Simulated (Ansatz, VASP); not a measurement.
TaN: VASP beside Ansatz

INCAR

```
ALGO = Normal
DIPOL = 0.5 0.5 0.414
EDIFF = 1E-6
ENCUT = 520
GGA = PE
GGA_COMPAT = F
IDIPOL = 3
ISIF = 2
ISMEAR = 0
IVDW = 12
LASPH = T
LCHARG = T
LDIPOL = T
LELF = T
LREAL = F
LVACPOTAV = T
LVHAR = T
LWAVE = F
NBANDS = 114
NELM = 120
NELMDL = -8
PREC = Accurate
SIGMA = 0.1
```

The input KPOINTS:

```
k-points
0
Gamma
  3 3 1
```

Contents of POSCAR:

```
TaN
1.0
    6.2014901195      0.0000000000      0.0000000000
    0.0000000000      6.2014901195      0.0000000000
    0.0000000000      0.0000000000     24.6007157170
Ta N
12 12
Direct
    0.5000000000      0.5000000000      0.3251937908
    0.5000000000      0.0000000000      0.3251937908
    0.0000000000      0.5000000000      0.3251937908
    0.0000000000      0.0000000000      0.3251937908
    0.7500000000      0.7250056399      0.4137967753
    0.7500000000      0.2749943601      0.4137967753
    0.2500000000      0.7762999938      0.4141027212
    0.2500000000      0.2237000062      0.4141027212
    0.0049878765      0.0000000000      0.4971339124
   -0.0095768702      0.5000000000      0.4965982189
    0.4950121235      0.0000000000      0.4971339124
    0.5095768702      0.5000000000      0.4965982189
    0.2500000000      0.2500000000      0.3251937908
    0.2500000000      0.7500000000      0.3251937908
    0.7500000000      0.2500000000      0.3251937908
    0.7500000000      0.7500000000      0.3251937908
    0.4674932695      0.5000000000      0.4113269017
    0.5316421038      0.0000000000      0.4118000353
    0.0325067305      0.5000000000      0.4113269017
   -0.0316421038      0.0000000000      0.4118000353
    0.7500000000      0.7519712479      0.5109192390
    0.7500000000      0.2480287521      0.5109192390
    0.2500000000      0.7475222918      0.5100750442
    0.2500000000      0.2524777082      0.5100750442
```

Input for Ansatz:

```yaml
crystal:
  lattice:
    - [6.2014901195, 0.0, 0.0]
    - [0.0, 6.2014901195, 0.0]
    - [0.0, 0.0, 24.600715717]
  atoms:
    - { symbol: Ta, position: [0.5, 0.5, 0.3251937908] }
    - { symbol: Ta, position: [0.5, 0.0, 0.3251937908] }
    - { symbol: Ta, position: [0.0, 0.5, 0.3251937908] }
    - { symbol: Ta, position: [0.0, 0.0, 0.3251937908] }
    - { symbol: "N", position: [0.25, 0.25, 0.3251937908] }
    - { symbol: "N", position: [0.25, 0.75, 0.3251937908] }
    - { symbol: "N", position: [0.75, 0.25, 0.3251937908] }
    - { symbol: "N", position: [0.75, 0.75, 0.3251937908] }
    - { symbol: Ta, position: [0.75, 0.7250056399, 0.4137967753] }
    - { symbol: Ta, position: [0.75, 0.2749943601, 0.4137967753] }
    - { symbol: Ta, position: [0.25, 0.7762999938, 0.4141027212] }
    - { symbol: Ta, position: [0.25, 0.2237000062, 0.4141027212] }
    - { symbol: "N", position: [0.4674932695, 0.5, 0.4113269017] }
    - { symbol: "N", position: [0.5316421038, 0.0, 0.4118000353] }
    - { symbol: "N", position: [0.0325067305, 0.5, 0.4113269017] }
    - { symbol: "N", position: [-0.0316421038, 0.0, 0.4118000353] }
    - { symbol: Ta, position: [0.0049878765, 0.0, 0.4971339124] }
    - { symbol: Ta, position: [-0.0095768702, 0.5, 0.4965982189] }
    - { symbol: Ta, position: [0.4950121235, 0.0, 0.4971339124] }
    - { symbol: Ta, position: [0.5095768702, 0.5, 0.4965982189] }
    - { symbol: "N", position: [0.75, 0.7519712479, 0.510919239] }
    - { symbol: "N", position: [0.75, 0.2480287521, 0.510919239] }
    - { symbol: "N", position: [0.25, 0.7475222918, 0.5100750442] }
    - { symbol: "N", position: [0.25, 0.2524777082, 0.5100750442] }
basis:
  ecutwfc: 420
kpoints:
  mp_grid: { grid: [3, 3, 1] }
hamiltonian:
  xc: pbe
  dispersion: d3bj
scf:
  occupations: { method: gaussian, width: 0.1 }
output:
  forces: true
  eigenvalues: true
  write_density: true
  volumetric_format: npy
efield:
  axis: 3
  dipole_correction: true
  ramp_width: 0.04
```

Alike in both runs: task single point; functional PBE; dispersion D3(BJ); k mesh 3 × 3 × 1; occupations gaussian, width 0.1 eV; no spin polarisation.

```csv
,VASP,Ansatz
version,VASP 6.6.1,Ansatz 0.2.0
potentials or method,"VASP PAW PBE potentials, release 64 (Ta_pv, N), cutoff 520 eV","scalar-relativistic, plane waves, PAW"
valence electrons in the cell,192,216
```

Ansatz gave:

```
gap on the k mesh at the Fermi level (eV)  : none
rms of the force components (eV/Å)         : 0.455
work function, face that differs most (eV) : 3.40
```

Problem. Estimate VASP's values.

Solution. gap on the k mesh at the Fermi level (eV): none; rms of the force components (eV/Å): 0.452; work function, face that differs most (eV): 3.41.

A gap of «none» marks a metal or a gap that the smearing closes. VASP's potentials hold 192 valence electrons a cell and Ansatz's 216, so a difference there can come from the potentials and not from the codes.

Neither program's run includes spin-orbit coupling.
